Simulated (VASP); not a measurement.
# Zn7CuSe8 (F-43m) in VASP: notebook

Zn7CuSe8 is run at these levels: PBEsol+U; tasks: single point.

Program: VASP 6.6.1. These are calculated values, not measurements. Logs are shortened: lines on timing, memory, paths and dates and some standing lists are left out, and cuts for length are marked.

## Step 1: The cell of the first run

Symmetry: F-43m, No. 216, cubic system. Conventional cell: a = 11.335 Å, b = 11.335 Å, c = 11.335 Å, α = 90.00°, β = 90.00°, γ = 90.00°. Within 3.2 Å of Cu (site symmetry -43m) lie 4 Se at 2.42 Å. Zn (site symmetry 2mm) has 4 Se at 2.45 to 2.47 Å within 3.2 Å. Zn (site symmetry -43m) has 4 Se at 2.46 Å within 3.2 Å. Se (site symmetry 3m) has 1 Cu at 2.42 Å and 3 Zn at 2.45 Å within 3.2 Å. Se (site symmetry 3m) has 4 Zn at 2.46 to 2.47 Å within 3.2 Å.

## Step 2: Single point, PBEsol+U, collinear spin, zero start

File INCAR:

```
PREC     = Accurate       # precision mode
ENCUT    = 520            # plane-wave cutoff, eV
EDIFF    = 1E-6           # SCF threshold, eV
ISMEAR   = 0              # smearing method
SIGMA    = 0.05           # smearing width, eV
LREAL    = Auto         
LASPH    = T              # aspherical terms in the spheres
NELM     = 150            # most SCF steps
ALGO     = Normal         # electronic algorithm
ISIF     = 2              # what is computed and relaxed
LWAVE    = F              # write WAVECAR
LCHARG   = T              # write CHGCAR
ISPIN    = 2              # spin polarisation
MAGMOM   = 0 0 0 0 0 0 0 0 0 0 0 0 0 0 0 0 # initial moments
LORBIT   = 11             # projections on sites
LMAXMIX  = 4              # l up to which the mixer works
LDAU     = T              # DFT+U
LDAUTYPE = 2            
LDAUL    = 2 -1 -1        # shell
LDAUU    = 5 0 0          # U, eV
LDAUJ    = 0 0 0        
LDAUPRINT= 1            
GGA      = PS             # functional
LELF     = T              # ELF
LVHAR    = T            
NBANDS   = 90             # bands
```

File KPOINTS:

```
regular mesh
0
Gamma
  3 3 3
```

File POSCAR:

```
Zn7CuSe8
1.0
    0.0000000000      5.6676000000      5.6676000000
    5.6676000000      0.0000000000      5.6676000000
    5.6676000000      5.6676000000      0.0000000000
Cu Zn Se
1 7 8
Direct
    1.0000000000      1.0000000000      0.0000000000
    0.0026788022      0.0026788022      0.4973211978
    0.0026788022      0.4973211978      0.0026788022
    0.0026788022      0.4973211978      0.4973211978
    0.4973211978      0.0026788022      0.0026788022
    0.4973211978      0.0026788022      0.4973211978
    0.4973211978      0.4973211978      0.0026788022
    0.5000000000      0.5000000000      0.5000000000
    0.1230622002      0.1230622002      0.1230622002
    0.1230622002      0.1230622002      0.6308133993
    0.1230622002      0.6308133993      0.1230622002
    0.1243922115      0.6252025962      0.6252025962
    0.6308133993      0.1230622002      0.1230622002
    0.6252025962      0.1243922115      0.6252025962
    0.6252025962      0.6252025962      0.1243922115
    0.6252025962      0.6252025962      0.6252025962
```

Potentials or basis: VASP PAW PBE potentials, release 64 (Cu, Zn, Se).

On the command line:

```
> cat potpaw_PBE.64/Cu/POTCAR potpaw_PBE.64/Zn/POTCAR potpaw_PBE.64/Se/POTCAR > POTCAR
> mpirun -np 1 vasp_std > vasp.out
```

OUTCAR:

```text
PREC = Accurate
   ENCUT = 520
   EDIFF = 1E-6
   ISMEAR = 0
   LREAL = Auto
   LASPH = T
   NELM = 150
   ISIF = 2
   ISPIN = 2
   LORBIT = 11
   GGA = PS

 ion  position               nearest neighbor table
   1  0.000  0.000  0.000-   9 2.42  10 2.42  11 2.42  13 2.42
   2  0.003  0.003  0.497-  10 2.45   9 2.45  12 2.47  14 2.47
   3  0.003  0.497  0.003-  11 2.45   9 2.45  12 2.47  15 2.47
   4  0.003  0.497  0.497-  10 2.45  11 2.45  16 2.47  12 2.47
   5  0.497  0.003  0.003-  13 2.45   9 2.45  14 2.47  15 2.47
   6  0.497  0.003  0.497-  10 2.45  13 2.45  16 2.47  14 2.47
[... 8 lines left out ...]
  15  0.625  0.625  0.124-   8 2.46   5 2.47   3 2.47   7 2.47
  16  0.625  0.625  0.625-   8 2.46   6 2.47   7 2.47   4 2.47

  LATTYP: Found a face centered cubic cell.
 ALAT       =    11.3352000000

  Lattice vectors:

 A1 = (   0.0000000000,   5.6676000000,   5.6676000000)
 A2 = (   5.6676000000,   0.0000000000,   5.6676000000)
 A3 = (   5.6676000000,   5.6676000000,   0.0000000000)

Analysis of symmetry for initial positions (statically):
=====================================================================
 Subroutine PRICEL returns:
 Original cell was already a primitive cell.

 Routine SETGRP: Setting up the symmetry group for a
 face centered cubic supercell.

 Subroutine GETGRP returns: Found 24 space group operations
 (whereof 24 operations were pure point group operations)
 out of a pool of 48 trial point group operations.

The static configuration has the point symmetry T_d .

Analysis of symmetry for dynamics (positions and initial velocities):
=====================================================================
 Subroutine PRICEL returns:
 Original cell was already a primitive cell.

 Routine SETGRP: Setting up the symmetry group for a
 face centered cubic supercell.

 Subroutine GETGRP returns: Found 24 space group operations
 (whereof 24 operations were pure point group operations)
 out of a pool of 48 trial point group operations.

The dynamic configuration has the point symmetry T_d .

Analysis of structural, dynamic, and magnetic symmetry:
=====================================================================
 Subroutine PRICEL returns:
 Original cell was already a primitive cell.

 Routine SETGRP: Setting up the symmetry group for a
 face centered cubic supercell.

 Subroutine GETGRP returns: Found 24 space group operations
 (whereof 24 operations were pure point group operations)
 out of a pool of 48 trial point group operations.

The overall configuration has the point symmetry T_d .

 Subroutine INISYM returns: Found 24 space group operations
 (whereof 24 operations are pure point group operations),
 and found     1 'primitive' translations

----------------------------------------------------------------------------------------

                                     Primitive cell

  volume of cell :     364.1058

  direct lattice vectors                    reciprocal lattice vectors
     0.000000000  5.667600000  5.667600000    -0.088220764  0.088220764  0.088220764
     5.667600000  0.000000000  5.667600000     0.088220764 -0.088220764  0.088220764
     5.667600000  5.667600000  0.000000000     0.088220764  0.088220764 -0.088220764

  length of vectors
     8.015196786  8.015196786  8.015196786     0.152802845  0.152802845  0.152802845

  position of ions in fractional coordinates (direct lattice)
     0.000000000  0.000000000  0.000000000
     0.002678802  0.002678802  0.497321198
     0.002678802  0.497321198  0.002678802
     0.002678802  0.497321198  0.497321198
     0.497321198  0.002678802  0.002678802
     0.497321198  0.002678802  0.497321198
[... 8 lines left out ...]
     0.625202596  0.625202596  0.124392212
     0.625202596  0.625202596  0.625202596

[... 97 lines left out ...]
   J (eV)           for each species LDAUJ =   0.0  0.0  0.0
   GGA     = PS    functional components
   LHFCALC =     F    Hartree Fock is set to
   AEXX    =    0.0000 exact exchange contribution
   IVDW    =     0    specifies the selected vdW correction
   LEPSILON=     F    determine dielectric tensor
   LRPA    =     F    only Hartree local field effects (RPA)
 spin polarized calculation
 Gauss-broadening in eV      SIGMA  =   0.05
  energy-cutoff  :      520.00
  volume of cell :      364.11
 maximum number of plane-waves:      9841
   NGX = 29   NGY = 29   NGZ = 29

atom =   1  type =  1  l = 2

 onsite density matrix

spin component  1

  0.9340 -0.0000 -0.0000 -0.0000 -0.0000
 -0.0000  0.9340  0.0000  0.0000  0.0000
 -0.0000  0.0000  0.9493  0.0000  0.0000
 -0.0000  0.0000  0.0000  0.9340 -0.0000
 -0.0000  0.0000  0.0000 -0.0000  0.9493

spin component  2

  0.9336 -0.0000 -0.0000 -0.0000  0.0000
 -0.0000  0.9336  0.0000  0.0000  0.0000
 -0.0000  0.0000  0.9493  0.0000  0.0000
 -0.0000  0.0000  0.0000  0.9336 -0.0000
  0.0000  0.0000  0.0000 -0.0000  0.9493

 occupancies and eigenvectors

  o =  0.9336  v =  0.0000  0.0000  0.0000  0.0000  0.0000  0.0000  0.3546 -0.0000  0.9350  0.0000      0.0000  0.0000  0.0000  0.0000  0.0000  0.0000  0.0000  0.0000  0.0000  0.0000
  o =  0.9336  v =  0.0000  0.0000  0.0000  0.0000  0.0000  1.0000  0.0000  0.0000  0.0000  0.0000      0.0000  0.0000  0.0000  0.0000  0.0000  0.0000  0.0000  0.0000  0.0000  0.0000
  o =  0.9336  v =  0.0000  0.0000  0.0000  0.0000  0.0000  0.0000 -0.9350  0.0000  0.3546 -0.0000      0.0000  0.0000  0.0000  0.0000  0.0000  0.0000  0.0000  0.0000  0.0000  0.0000
  o =  0.9340  v =  0.0000 -0.5535 -0.0000 -0.8329  0.0000  0.0000  0.0000  0.0000  0.0000  0.0000      0.0000  0.0000  0.0000  0.0000  0.0000  0.0000  0.0000  0.0000  0.0000  0.0000
  o =  0.9340  v =  1.0000  0.0000  0.0000  0.0000  0.0000  0.0000  0.0000  0.0000  0.0000  0.0000      0.0000  0.0000  0.0000  0.0000  0.0000  0.0000  0.0000  0.0000  0.0000  0.0000
  o =  0.9340  v =  0.0000 -0.8329 -0.0000  0.5535  0.0000  0.0000  0.0000  0.0000  0.0000  0.0000      0.0000  0.0000  0.0000  0.0000  0.0000  0.0000  0.0000  0.0000  0.0000  0.0000
  o =  0.9493  v =  0.0000  0.0000  0.0000  0.0000  0.0000  0.0000 -0.0000 -1.0000 -0.0000  0.0028      0.0000  0.0000  0.0000  0.0000  0.0000  0.0000  0.0000  0.0000  0.0000  0.0000
  o =  0.9493  v =  0.0000  0.0000  0.0000  0.0000  0.0000  0.0000 -0.0000  0.0028  0.0000  1.0000      0.0000  0.0000  0.0000  0.0000  0.0000  0.0000  0.0000  0.0000  0.0000  0.0000
  o =  0.9493  v =  0.0000  0.0000 -1.0000  0.0000  0.0016  0.0000  0.0000  0.0000  0.0000  0.0000      0.0000  0.0000  0.0000  0.0000  0.0000  0.0000  0.0000  0.0000  0.0000  0.0000
  o =  0.9493  v =  0.0000  0.0000  0.0016 -0.0000  1.0000  0.0000  0.0000  0.0000  0.0000  0.0000      0.0000  0.0000  0.0000  0.0000  0.0000  0.0000  0.0000  0.0000  0.0000  0.0000

 number of electron     143.0000034 magnetization       0.0074144

 Free energy of the ion-electron system (eV)
  ---------------------------------------------------
  ext. energy  EPLUGINS =         0.00000000
  ---------------------------------------------------
  free energy    TOTEN  =       -53.77947902 eV

  energy without entropy =      -53.76405660  energy(sigma->0) =      -53.77176781

 E-fermi :   1.5603     XC(G=0):  -9.5206

 val. band max:        1.4234751878   @ k =  -0.3333   0.3333   0.0000
 cond. band min:       1.5738620465   @ k =   0.3333   0.0000   0.0000
 fundamental gap:      0.1503868587
 Fermi energy:         1.5602663251

 spin component 1

 k-point     1 :       0.0000    0.0000    0.0000
  band No.  band energies     occupation
      1     -11.7034      1.00000
      2     -10.9275      1.00000
      3     -10.9275      1.00000
      4     -10.9275      1.00000
      5     -10.9029      1.00000
      6     -10.6562      1.00000
[... 333 lines left out ...]
     82       6.5453      0.00000
     83       6.5862      0.00000
 Fermi energy:         1.5602663251

 spin component 2

 k-point     1 :       0.0000    0.0000    0.0000
  band No.  band energies     occupation
      1     -11.7029      1.00000
      2     -10.9270      1.00000
      3     -10.9270      1.00000
      4     -10.9270      1.00000
      5     -10.9023      1.00000
      6     -10.6555      1.00000
[... 333 lines left out ...]
     82       6.5455      0.00000
     83       6.5865      0.00000
 [bands above 83 left out]

------------------------ aborting loop because EDIFF is reached ----------------------------------------

  FORCE on cell =-STRESS in cart. coord.  units (eV):
  Direction    XX          YY          ZZ          XY          YZ          ZX
  --------------------------------------------------------------------------------------
  -------------------------------------------------------------------------------------
  Total       -4.2185786     -4.2185786     -4.2185786     -0.0000000     -0.0000000     -0.0000000
  in kB      -18.5630424    -18.5630424    -18.5630424     -0.0000000     -0.0000000     -0.0000000
  external PRESSURE =     -18.5630424 kB  Pullay stress =       0.0000000 kB

 VOLUME and BASIS-vectors are now :
 -----------------------------------------------------------------------------
  energy-cutoff  :      520.00
  volume of cell :      364.11
      direct lattice vectors                 reciprocal lattice vectors
     0.000000000  5.667600000  5.667600000    -0.088220764  0.088220764  0.088220764
     5.667600000  0.000000000  5.667600000     0.088220764 -0.088220764  0.088220764
     5.667600000  5.667600000  0.000000000     0.088220764  0.088220764 -0.088220764

 POSITION                                       TOTAL-FORCE (eV/Angst)
 -----------------------------------------------------------------------------------
      0.00000      0.00000      0.00000        -0.000000     -0.000000     -0.000000
      2.83380      2.83380      0.03036        -0.000000     -0.000000     -0.015260
      2.83380      0.03036      2.83380        -0.000000     -0.015260     -0.000000
      5.63724      2.83380      2.83380         0.015260     -0.000000     -0.000000
      0.03036      2.83380      2.83380        -0.015260     -0.000000     -0.000000
      2.83380      5.63724      2.83380        -0.000000      0.015260     -0.000000
[... 8 lines left out ...]
      4.24840      4.24840      7.08680        -0.011147     -0.011147      0.011147
      7.08680      7.08680      7.08680         0.011147      0.011147      0.011147
 -----------------------------------------------------------------------------------
    total drift:                                0.000002      0.000002      0.000001

  FREE ENERGIE OF THE ION-ELECTRON SYSTEM (eV)
  ---------------------------------------------------
  free  energy   TOTEN  =       -53.7794790231 eV

  energy  without entropy=      -53.7640565973  energy(sigma->0) =      -53.77176781

 total charge

# of ion       s       p       d       tot
------------------------------------------
    1        0.365   0.324   9.377  10.067
    2        0.540   0.445   9.778  10.763
    3        0.540   0.445   9.778  10.763
    4        0.540   0.445   9.778  10.763
    5        0.540   0.445   9.778  10.763
    6        0.540   0.445   9.778  10.763
[... 8 lines left out ...]
   15        1.440   2.396   0.029   3.866
   16        1.440   2.396   0.029   3.866
--------------------------------------------------
tot         15.677  22.523  78.084 116.284

 magnetization (x)

# of ion       s       p       d       tot
------------------------------------------
    1       -0.000   0.000   0.001   0.001
    2       -0.000   0.000   0.000   0.000
    3       -0.000   0.000   0.000   0.000
    4       -0.000   0.000   0.000   0.000
    5       -0.000   0.000   0.000   0.000
    6       -0.000   0.000   0.000   0.000
[... 8 lines left out ...]
   15        0.000   0.000   0.000   0.000
   16        0.000   0.000   0.000   0.000
--------------------------------------------------
tot         -0.000   0.004   0.002   0.006
```

It took 5.1 min on 1 thread of Intel Xeon 6975P-C (Granite Rapids), shared host; peak memory 0.75 GiB.

What came out:

* Free energy: -53.7795 eV
* Pressure: -1.9 GPa
* Largest force: 0.100 eV/Å
* Net moment: 0.01 μB per cell
* Valence electrons inside the program's atomic spheres: Cu 10.07; Zn 10.76, 10.77 (each value once); Se 3.85, 3.87 (each value once)

Forces in eV/Å, atoms in the order of the input:
```
Cu   0.000  0.000  0.000
Zn   0.000  0.000 -0.015
Zn   0.000 -0.015  0.000
Zn   0.015  0.000  0.000
Zn  -0.015  0.000  0.000
Zn   0.000  0.015  0.000
Zn   0.000  0.000  0.015
Zn   0.000  0.000  0.000
Se  -0.058 -0.058 -0.058
Se   0.058  0.058 -0.058
Se   0.058 -0.058  0.058
Se   0.011 -0.011 -0.011
Se  -0.058  0.058  0.058
Se  -0.011  0.011 -0.011
Se  -0.011 -0.011  0.011
Se   0.011  0.011  0.011
```

Levels at points of the mesh, in eV from the Fermi level:
Spin up:
```csv
k point,band 69,band 70,band 71,band 72,band 73,band 74
"(0.00, 0.00, 0.00)",-0.58,0.24,0.24,0.24,1.27,2.46
```
Spin down:
```csv
k point,band 67,band 68,band 69,band 70,band 71,band 72,band 73,band 74,band 75,band 76
"(0.00, 0.00, 0.00)",-0.58,-0.58,-0.58,0.25,0.25,0.25,1.27,2.46,2.46,2.46
```

Eigenvalues of the final occupation matrices:
```tsv
site	spin	trace	eigenvalues
site 1 d	1	4.70	0.93 0.93 0.93 0.95 0.95
site 1 d	2	4.70	0.93 0.93 0.93 0.95 0.95
```

Caveat: no moment was typed at the start, so none could form; the PAW data sets were made with another functional, which shifts forces and pressure a little.

## Step 3: Single point, PBEsol+U, collinear spin, zero start

File INCAR:

```
SYSTEM = Zn7CuSe8
PREC = Accurate
ENCUT = 520
EDIFF = 1E-6
ISMEAR = 0
SIGMA = 0.05
LREAL = Auto
LASPH = .True.
NELM = 150
ALGO = Normal
ISIF = 2
LWAVE = .False.
LCHARG = .False.
ISPIN = 2
MAGMOM = 0 0 0 0 0 0 0 0 0 0 0 0 0 0 0 0
LORBIT = 11
LMAXMIX = 4
LDAU = .True.
LDAUTYPE = 2
LDAUL = 2 -1 -1
LDAUU = 5 0 0
LDAUJ = 0 0 0
LDAUPRINT = 1
GGA = PS
NBANDS = 90
```

File KPOINTS:

```
regular mesh
0
Gamma
  3 3 3
  0 0 0
```

POSCAR is that of step 2.

Potentials or basis: VASP PAW PBE potentials, release 64 (Cu, Zn, Se).

On the command line:

```
> cat potpaw_PBE.64/Cu/POTCAR potpaw_PBE.64/Zn/POTCAR potpaw_PBE.64/Se/POTCAR > POTCAR
> mpirun -np 1 vasp_std > vasp.out
```

It took 5.6 min on 1 thread of Intel Xeon 6975P-C (Granite Rapids), shared host; peak memory 0.74 GiB.

Results (log left out):

```yaml
Free_energy: -53.7795 eV
Pressure: -1.9 GPa
Largest_force: 0.100 eV/Å
Net_moment: 0.01 μB per cell
Valence_electrons_inside_the_program's_atomic_spheres: Cu 10.07; Zn 10.76, 10.77 (each value once); Se 3.85, 3.87 (each value once)
```

Forces on the atoms (eV/Å):
```
Cu   0.000  0.000  0.000
Zn   0.000  0.000 -0.015
Zn   0.000 -0.015  0.000
Zn   0.015  0.000  0.000
Zn  -0.015  0.000  0.000
Zn   0.000  0.015  0.000
Zn   0.000  0.000  0.015
Zn   0.000  0.000  0.000
Se  -0.058 -0.058 -0.058
Se   0.058  0.058 -0.058
Se   0.058 -0.058  0.058
Se   0.011 -0.011 -0.011
Se  -0.058  0.058  0.058
Se  -0.011  0.011 -0.011
Se  -0.011 -0.011  0.011
Se   0.011  0.011  0.011
```

Levels at points of the mesh, in eV from the Fermi level:
Spin up:
```tsv
k point	band 68	band 69	band 70	band 71	band 72	band 73	band 74	band 75
(0.00, 0.00, 0.00)	-0.58	-0.58	0.24	0.24	0.24	1.27	2.46	2.46
```
Spin down:
| k point | band 67 | band 68 | band 69 | band 70 | band 71 | band 72 | band 73 | band 74 | band 75 | band 76 |
| --- | --- | --- | --- | --- | --- | --- | --- | --- | --- | --- |
| (0.00, 0.00, 0.00) | -0.58 | -0.58 | -0.58 | 0.25 | 0.25 | 0.25 | 1.27 | 2.46 | 2.46 | 2.46 |

Eigenvalues of the final occupation matrices:
```
    site  spin  trace               eigenvalues
site 1 d     1   4.70  0.93 0.93 0.93 0.95 0.95
site 1 d     2   4.70  0.93 0.93 0.93 0.95 0.95
```

Caveat: no moment was typed at the start, so none could form; the PAW data sets were made with another functional, which shifts forces and pressure a little.
